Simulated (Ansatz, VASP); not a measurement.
**PbF2 in VASP and in Ansatz**

```
CELL_PARAMETERS angstrom
0.00000 2.96366 2.96366
2.96366 0.00000 2.96366
2.96366 2.96366 0.00000
ATOMIC_POSITIONS crystal
Pb 0.00000 0.00000 0.00000
F 0.75000 0.75000 0.75000
F 0.25000 0.25000 0.25000
```

Alike in both runs: functional revPBE; k mesh 8 × 8 × 8; occupations fermi-dirac, width 0.05 eV; no spin polarisation.

|  | VASP | Ansatz |
| --- | --- | --- |
| version | VASP 6.6.1 | Ansatz 0.2.0 |
| potentials or method | VASP PAW PBE potentials, release 64 (Pb_d, F) | Ansatz PAW |
| plane-wave cutoff (eV) | 600 | 420 |
| valence electrons in the cell | 28 | 28 |
| task | single point | band structure |

|  | VASP | Ansatz | Ansatz less VASP |
| --- | --- | --- | --- |
| gap on the k mesh at the Fermi level (eV) | 4.52 | 4.52 | +0.002 |
| least direct gap on the mesh (eV) | 4.66 | 4.66 | +0.001 |
| pressure (GPa) | 4.9 | 5.1 | +0.27 |

VASP's potentials were made for PBE, not for revPBE. The functional is the same, so the differences come from potentials, cutoffs and numerics.

Spin-orbit coupling is off throughout.
